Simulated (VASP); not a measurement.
# B5H9 (I4mm) in VASP: further runs

The runs below take B5H9 through single point, with r2SCAN.

Everything below comes from runs of VASP 6.6.1. Logs are shortened: lines on timing, memory, paths and dates and some standing lists are left out, and cuts for length are marked.

## 1. The cell of the first run

The structure is tetragonal, space group I4mm (No. 107). The conventional cell has a = 7.251 Å, b = 7.251 Å, c = 5.342 Å, α = 90.00°, β = 90.00°, γ = 90.00°. Within 1.6 Å of B (site symmetry 4mm) lie 1 H at 1.18 Å. Within 1.6 Å of B (site symmetry m) lie 3 H at 1.18 to 1.34 Å. Within 1.6 Å of H (site symmetry m) lie 1 B at 1.18 Å. Within 1.6 Å of H (site symmetry 4mm) lie 1 B at 1.18 Å. Within 1.8 Å of H (site symmetry m) lie 2 B at 1.34 Å.

## 2. Single point, r2SCAN

File POSCAR:

```
B5H9
1.0
   -3.6256885121      3.6256885121      2.6709529036
    3.6256885121     -3.6256885121      2.6709529036
    3.6256885121      3.6256885121     -2.6709529036
B H
5 9
Direct
    0.2289702093      0.2289702093      0.0000000000
    0.0189910239      0.1931481784      0.1741571545
    0.1931481784      0.0189910239      0.1741571545
    0.0189910239      0.8448338694      0.8258428455
    0.8448338694      0.0189910239      0.8258428455
    0.0443807290      0.3804740602      0.3360933312
    0.3804740602      0.0443807290      0.3360933312
    0.0443807290      0.7082873979      0.6639066688
    0.7082873979      0.0443807290      0.6639066688
    0.4502770833      0.4502770833      0.0000000000
    0.9824265223      0.9824265223      0.2627201968
    0.9824265223      0.7197063255      0.0000000000
    0.7197063255      0.7197063255      0.7372798032
    0.7197063255      0.9824265223      0.0000000000
```

File INCAR.step1:

```
ALGO = Normal
EDIFF = 1E-4
ENCUT = 520
GGA = PE
ISMEAR = -1
LASPH = True
LCHARG = False
LREAL = False
LWAVE = True
NBANDS = 25
NELM = 100
PREC = Accurate
SIGMA = 0.02
```

File INCAR.step2:

```
ALGO = Normal
EDIFF = 1E-6
ENCUT = 520
ISIF = 2
ISMEAR = -1
ISTART = 1
LASPH = True
LCHARG = False
LMIXTAU = True
LREAL = False
LWAVE = False
METAGGA = R2SCAN
NBANDS = 25
NELM = 100
PREC = Accurate
SIGMA = 0.02
```

File KPOINTS:

```
k-points
0
Gamma
  6 6 6
```

Potentials or basis: VASP PAW PBE potentials, release 64 (B, H).

Started as:

```sh
$ cat potpaw_PBE.64/B/POTCAR potpaw_PBE.64/H/POTCAR > POTCAR
$ cp INCAR.step1 INCAR
$ mpirun -np 1 vasp_std > vasp.out
$ cp INCAR.step2 INCAR
$ mpirun -np 1 vasp_std > vasp.out
```

OUTCAR:

```text
EDIFF = 1E-6
   ENCUT = 520
   ISIF = 2
   ISMEAR = -1
   ISTART = 1
   LASPH = True
   LREAL = False
   METAGGA = R2SCAN
   NELM = 100
   PREC = Accurate

 ion  position               nearest neighbor table
   1  0.229  0.229  0.000-  10 1.18   3 1.69   2 1.69   5 1.69   4 1.69
   2  0.019  0.193  0.174-   6 1.18  11 1.34  14 1.34   1 1.69   5 1.79   3 1.79
   3  0.193  0.019  0.174-   7 1.18  11 1.34  12 1.34   1 1.69   4 1.79   2 1.79
   4  0.019  0.845  0.826-   8 1.18  12 1.34  13 1.34   1 1.69   5 1.79   3 1.79
   5  0.845  0.019  0.826-   9 1.18  14 1.34  13 1.34   1 1.69   4 1.79   2 1.79
   6  0.044  0.380  0.336-   2 1.18
   7  0.380  0.044  0.336-   3 1.18
   8  0.044  0.708  0.664-   4 1.18
   9  0.708  0.044  0.664-   5 1.18
  10  0.450  0.450  0.000-   1 1.18
  11  0.982  0.982  0.263-   2 1.34   3 1.34
  12  0.982  0.720  0.000-   3 1.34   4 1.34
  13  0.720  0.720  0.737-   4 1.34   5 1.34
  14  0.720  0.982  0.000-   2 1.34   5 1.34

  LATTYP: Found a body centered tetragonal cell.
 ALAT       =     7.2513770242
 C/A-ratio  =     0.7366746743

  Lattice vectors:

 A1 = (  -3.6256885121,   3.6256885121,   2.6709529036)
 A2 = (   3.6256885121,  -3.6256885121,   2.6709529036)
 A3 = (   3.6256885121,   3.6256885121,  -2.6709529036)

Analysis of symmetry for initial positions (statically):
=====================================================================
 Subroutine PRICEL returns:
 Original cell was already a primitive cell.

 Routine SETGRP: Setting up the symmetry group for a
 body centered tetragonal supercell.

 Subroutine GETGRP returns: Found  8 space group operations
 (whereof  8 operations were pure point group operations)
 out of a pool of 16 trial point group operations.

The static configuration has the point symmetry C_4v.

Analysis of symmetry for dynamics (positions and initial velocities):
=====================================================================
 Subroutine PRICEL returns:
 Original cell was already a primitive cell.

 Routine SETGRP: Setting up the symmetry group for a
 body centered tetragonal supercell.

 Subroutine GETGRP returns: Found  8 space group operations
 (whereof  8 operations were pure point group operations)
 out of a pool of 16 trial point group operations.

The dynamic configuration has the point symmetry C_4v.

 Subroutine INISYM returns: Found  8 space group operations
[... 134 lines left out ...]
   EMIN   =  10.00;   EMAX   =-10.00  energy-range for DOS
   EFERMI =   0.00;   METHOD = LEGACY
   ISMEAR =    -1;   SIGMA  =   0.02  broadening in eV -4-tet -1-fermi 0-gaus
   EFERMI_NEDOS =   21; number of points for ismear=-14 and -15
   IALGO  =     38    algorithm
   IMIX   =      4    mixing-type and parameters
     AMIX     =   0.40;   BMIX     =  1.00
     AMIX_MAG =   1.60;   BMIX_MAG =  1.00
  volume/ion in A,a.u.               =      10.03        67.70
  Fermi-wavevector in a.u.,A,eV,Ry     =   0.908468  1.716755 11.229074  0.825314
  Thomas-Fermi vector in A             =   2.032397
   LORBIT       =      0    0 simple, 1 ext, 2 COOP (PROOUT), +10 PAW based schemes
   METAGGA = R2SCAN    functional components
   LHFCALC =     F    Hartree Fock is set to
   AEXX    =    0.0000 exact exchange contribution
   IVDW    =     0    specifies the selected vdW correction
   LEPSILON=     F    determine dielectric tensor
   LRPA    =     F    only Hartree local field effects (RPA)
 non-spin polarized calculation
  energy-cutoff  :      520.00
  volume of cell :      140.45
 maximum number of plane-waves:      3794
 NGX is ok and might be reduce to    48
   NGX = 21   NGY = 21   NGZ = 21

 number of electron      23.9999999 magnetization

 Free energy of the ion-electron system (eV)
  ---------------------------------------------------
  ext. energy  EPLUGINS =         0.00000000
  ---------------------------------------------------
  free energy    TOTEN  =       -68.55422389 eV

  energy without entropy =      -68.55422389  energy(sigma->0) =      -68.55422389

 E-fermi :  -3.2610     XC(G=0):  -7.3703

 val. band max:       -3.6736725940   @ k =   0.5000   0.5000   0.5000
 cond. band min:       2.4588550136   @ k =   0.0000   0.0000   0.0000
 fundamental gap:      6.1325276076
 Fermi energy:        -3.2610024323

 k-point     1 :       0.0000    0.0000    0.0000
  band No.  band energies     occupation
      1     -16.2838      2.00000
      2     -11.1762      2.00000
      3     -11.1762      2.00000
      4      -9.2903      2.00000
      5      -7.6995      2.00000
      6      -7.4315      2.00000
[... 637 lines left out ...]
     23       8.2701      0.00000
     24       8.8759      0.00000

 [... further k-points ...]

 [bands above 24 left out]

------------------------ aborting loop because EDIFF is reached ----------------------------------------

  FORCE on cell =-STRESS in cart. coord.  units (eV):
  Direction    XX          YY          ZZ          XY          YZ          ZX
  --------------------------------------------------------------------------------------
  -------------------------------------------------------------------------------------
  Total        0.0362237      0.0362237     -0.0136185      0.0000000     -0.0000000      0.0000000
  in kB        0.4132338      0.4132338     -0.1553572      0.0000000     -0.0000000      0.0000000
  external PRESSURE =       0.2237035 kB  Pullay stress =       0.0000000 kB

 VOLUME and BASIS-vectors are now :
 -----------------------------------------------------------------------------
  energy-cutoff  :      520.00
  volume of cell :      140.45
      direct lattice vectors                 reciprocal lattice vectors
    -3.625688512  3.625688512  2.670952904     0.000000000  0.137904842  0.187199108
     3.625688512 -3.625688512  2.670952904     0.137904842  0.000000000  0.187199108
     3.625688512  3.625688512 -2.670952904     0.137904842  0.137904842  0.000000000

 POSITION                                       TOTAL-FORCE (eV/Angst)
 -----------------------------------------------------------------------------------
      0.00000      0.00000      1.22314         0.000000     -0.000000      0.026381
      1.26288      0.00000      0.10145         0.020542     -0.000000      0.001863
      0.00000      1.26288      0.10145         0.000000      0.020542      0.001863
      5.98850      0.00000      0.10145        -0.020542     -0.000000      0.001863
      0.00000      5.98850      0.10145         0.000000     -0.020542      0.001863
      2.43714     -0.00000      0.23708         0.023245     -0.000000      0.000582
     -0.00000      2.43714      0.23708        -0.000000      0.023245      0.000582
      4.81424     -0.00000      0.23708        -0.023245     -0.000000      0.000582
     -0.00000      4.81424      0.23708        -0.000000     -0.023245      0.000582
      0.00000      0.00000      2.40534         0.000000     -0.000000      0.024859
      0.95254      0.95254      4.54632         0.005197      0.005197     -0.015255
     -0.95254      0.95254      4.54632        -0.005197      0.005197     -0.015255
      2.67315      2.67315      1.87536        -0.005197     -0.005197     -0.015255
      0.95254     -0.95254      4.54632         0.005197     -0.005197     -0.015255
 -----------------------------------------------------------------------------------
    total drift:                                0.000000      0.000000     -0.000345

  FREE ENERGIE OF THE ION-ELECTRON SYSTEM (eV)
  ---------------------------------------------------
  free  energy   TOTEN  =       -68.5542238905 eV

  energy  without entropy=      -68.5542238904  energy(sigma->0) =      -68.55422389
```

OSZICAR.step1:

```text
N       E                     dE             d eps       ncg     rms          rms(c)
DAV:   1     0.388043504913E+02    0.38804E+02   -0.95319E+03  1500   0.780E+02
DAV:   2    -0.658968578059E+02   -0.10470E+03   -0.10133E+03  1895   0.155E+02
DAV:   3    -0.712594949791E+02   -0.53626E+01   -0.53392E+01  2022   0.349E+01
DAV:   4    -0.713028897646E+02   -0.43395E-01   -0.43372E-01  1872   0.351E+00
DAV:   5    -0.713034674388E+02   -0.57767E-03   -0.57763E-03  2092   0.377E-01    0.119E+01
DAV:   6    -0.660624283623E+02    0.52410E+01   -0.47673E+00  1619   0.108E+01    0.652E+00
DAV:   7    -0.647576207515E+02    0.13048E+01   -0.36107E+00  1818   0.840E+00    0.209E+00
DAV:   8    -0.647347440929E+02    0.22877E-01   -0.36579E-01  1768   0.328E+00    0.492E-01
DAV:   9    -0.647295742846E+02    0.51698E-02   -0.84966E-02  1763   0.145E+00    0.300E-01
DAV:  10    -0.647300301349E+02   -0.45585E-03   -0.95495E-03  1801   0.522E-01    0.806E-02
DAV:  11    -0.647305425917E+02   -0.51246E-03   -0.14428E-03  1797   0.218E-01    0.448E-02
DAV:  12    -0.647305373159E+02    0.52758E-05   -0.27225E-04  1830   0.856E-02
   1 F= -.64730537E+02 E0= -.64730537E+02  d E =-.275393E-10
```

Run time: 3.6 min. Hardware: 1 thread of Intel Xeon Platinum 8481C at 2.70GHz (Sapphire Rapids), shared host; peak memory 0.39 GiB.

Results:

- Free energy: -68.5542 eV
- Pressure: 0.0 GPa
- Largest force: 0.026 eV/Å
- Band gap on the k mesh: 6.13 eV, indirect (least direct gap 6.34 eV)

Forces in eV/Å, atoms in the order of the input:
```
B    0.000  0.000  0.026
B    0.021  0.000  0.002
B    0.000  0.021  0.002
B   -0.021  0.000  0.002
B    0.000 -0.021  0.002
H    0.023  0.000  0.001
H    0.000  0.023  0.001
H   -0.023  0.000  0.001
H    0.000 -0.023  0.001
H    0.000  0.000  0.025
H    0.005  0.005 -0.015
H   -0.005  0.005 -0.015
H   -0.005 -0.005 -0.015
H    0.005 -0.005 -0.015
```

Caveat: the PAW data sets were made with another functional, which shifts forces and pressure a little. A k mesh can miss the band edges.

## 3. Single point, r2SCAN

File POSCAR:

```
B5H9
1.0
   -3.6256885100      3.6256885100      2.6709529000
    3.6256885100     -3.6256885100      2.6709529000
    3.6256885100      3.6256885100     -2.6709529000
B H
5 9
Direct
    0.2289702100      0.2289702100      0.0000000000
    0.0189910200      0.1931481800      0.1741571500
    0.1931481800      0.0189910200      0.1741571500
    0.0189910200      0.8448338700      0.8258428500
    0.8448338700      0.0189910200      0.8258428500
    0.0443807300      0.3804740600      0.3360933300
    0.3804740600      0.0443807300      0.3360933300
    0.0443807300      0.7082874000      0.6639066700
    0.7082874000      0.0443807300      0.6639066700
    0.4502770800      0.4502770800      0.0000000000
    0.9824265200      0.9824265200      0.2627202000
    0.9824265200      0.7197063300      0.0000000000
    0.7197063300      0.7197063300      0.7372798000
    0.7197063300      0.9824265200      0.0000000000
```

File INCAR.step1:

```
ALGO = Normal ; EDIFF = 1E-4
ENCUT = 520 ; GGA = PE
ISMEAR = -1 ; LASPH = T
LCHARG = F ; LREAL = F
LWAVE = T ; NBANDS = 25
NELM = 100 ; PREC = Accurate
SIGMA = 0.02
```

File INCAR.step2:

```
ALGO = Normal ; EDIFF = 1E-6
ENCUT = 520 ; ISIF = 2
ISMEAR = -1 ; ISTART = 1
LASPH = T ; LCHARG = F
LMIXTAU = T ; LREAL = F
LWAVE = F ; METAGGA = R2SCAN
NBANDS = 25 ; NELM = 100
PREC = Accurate ; SIGMA = 0.02
```

KPOINTS is that of step 2.

Potentials or basis: VASP PAW PBE potentials, release 64 (B, H).

Started as:

```sh
$ cat potpaw_PBE.64/B/POTCAR potpaw_PBE.64/H/POTCAR > POTCAR
$ cp INCAR.step1 INCAR
$ mpirun -np 1 vasp_std > vasp.out
$ cp INCAR.step2 INCAR
$ mpirun -np 1 vasp_std > vasp.out
```

Run time: 3.5 min. Hardware: 1 thread of Intel Xeon Platinum 8481C at 2.70GHz (Sapphire Rapids), shared host; peak memory 0.39 GiB.

Results (log left out):

| Property | Result |
| --- | --- |
| Free energy | -68.5542 eV |
| Pressure | 0.0 GPa |
| Largest force | 0.026 eV/Å |
| Band gap on the k mesh | 6.13 eV, indirect (least direct gap 6.34 eV) |

Forces in eV/Å, atoms in the order of the input:
```
B    0.000  0.000  0.026
B    0.021  0.000  0.002
B    0.000  0.021  0.002
B   -0.021  0.000  0.002
B    0.000 -0.021  0.002
H    0.023  0.000  0.001
H    0.000  0.023  0.001
H   -0.023  0.000  0.001
H    0.000 -0.023  0.001
H    0.000  0.000  0.025
H    0.005  0.005 -0.015
H   -0.005  0.005 -0.015
H   -0.005 -0.005 -0.015
H    0.005 -0.005 -0.015
```

Levels at points of the mesh, in eV from the valence-band top:
| k point | band 8 | band 9 | band 10 | band 11 | band 12 | band 13 | band 14 | band 15 | band 16 | band 17 |
| --- | --- | --- | --- | --- | --- | --- | --- | --- | --- | --- |
| (0.00, 0.00, 0.00) | -1.87 | -1.57 | -1.57 | -0.21 | -0.21 | 6.13 | 7.24 | 7.24 | 7.50 | 9.05 |
| (0.50, 0.00, 0.00) | -1.98 | -1.48 | -1.04 | -0.30 | -0.24 | 6.56 | 7.18 | 7.64 | 8.02 | 9.06 |
| (0.50, 0.50, 0.00) | -2.21 | -1.83 | -1.73 | -0.28 | -0.04 | 7.01 | 7.64 | 7.77 | 8.25 | 8.82 |
| (0.50, 0.50, 0.50) | -2.05 | -1.35 | -1.35 | 0.00 | 0.00 | 7.41 | 7.53 | 7.53 | 7.91 | 8.37 |

Caveat: the PAW data sets were made with another functional, which shifts forces and pressure a little. r2SCAN opens gaps a little over a GGA but as a rule still falls short of measured ones.
